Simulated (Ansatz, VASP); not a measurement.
# Te2Mo in VASP and in Ansatz

File INCAR:

```
SYSTEM = Te2Mo
  PREC = Accurate
  ENCUT = 520
  EDIFF = 1E-6
  ISMEAR = 0
  SIGMA = 0.05
  LREAL = .FALSE.
  LASPH = .TRUE.
  NELM = 60
  ALGO = Normal
  ISIF = 2
  LWAVE = .FALSE.
  LCHARG = .FALSE.
  GGA = PE
  NBANDS = 35
```

KPOINTS

```
regular mesh
0
G
  9 9 1
  0 0 0
```

File POSCAR:

```
Te2Mo
1.0
    3.5549909197      0.0000000000      0.0000000000
   -1.7774954599      3.0787124467      0.0000000000
    0.0000000000      0.0000000000     35.0365360304
Te Mo
4 2
Direct
    0.3333333333      0.6666666667      0.4460580811
    0.3219971581      0.6666666667      0.9483984951
    0.3446695086      0.6666666667      0.0516015049
    0.3333333333      0.6666666667      0.5539419189
    0.0000000000      0.0000000000      0.0000000000
    0.0000000000      0.0000000000      0.5000000000
```

Input for Ansatz:

```yaml
crystal:
  lattice:
    - [3.5549909197, 0.0, 0.0]
    - [-1.7774954599, 3.0787124467, 0.0]
    - [0.0, 0.0, 35.0365360304]
  atoms:
    - { symbol: Te, position: [0.3333333333, 0.6666666667, 0.4460580811] }
    - { symbol: Te, position: [0.3219971581, 0.6666666667, 0.9483984951] }
    - { symbol: Te, position: [0.3446695086, 0.6666666667, 0.0516015049] }
    - { symbol: Te, position: [0.3333333333, 0.6666666667, 0.5539419189] }
    - { symbol: Mo, position: [0.0, 0.0, 0.0] }
    - { symbol: Mo, position: [0.0, 0.0, 0.5] }
basis:
  ecutwfc: 420
kpoints:
  mp_grid: { grid: [9, 9, 1] }
hamiltonian:
  xc: pbe
  pseudopotentials: { kind: paw, azcp: { folder: soft_1 } }
scf:
  occupations: { method: gaussian, width: 0.05 }
output:
  forces: true
  stress: true
  eigenvalues: true
```

Change from the starting cell: mode 7 frozen in at -0.040 Å and mode 12 at -0.082 Å (largest displacements).

Alike in both runs: task single point; functional PBE; k mesh 9 × 9 × 1; occupations gaussian, width 0.05 eV; no spin polarisation.

|  | VASP | Ansatz |
| --- | --- | --- |
| version | VASP 6.6.1 | Ansatz 0.2.0 |
| potentials or method | VASP PAW PBE potentials, release 64 (Te, Mo_sv), cutoff 520 eV | scalar-relativistic, plane waves, PAW |
| valence electrons in the cell | 52 | 92 |

VASP gave:

| Item | Value |
| --- | --- |
| gap on the k mesh at the Fermi level (eV) | 0.94 |
| least direct gap on the mesh (eV) | 0.94 |
| rms of the force components (eV/Å) | 0.331 |

**Question.** Estimate Ansatz's values.

**Answer.** gap on the k mesh at the Fermi level (eV): 0.94; least direct gap on the mesh (eV): 0.94; rms of the force components (eV/Å): 0.334.

Atom by atom the forces differ by 0.005 eV/Å (rms over components). VASP's potentials hold 52 valence electrons a cell and Ansatz's 92, so a difference there can come from the potentials and not from the codes.

Neither program's run includes spin-orbit coupling.
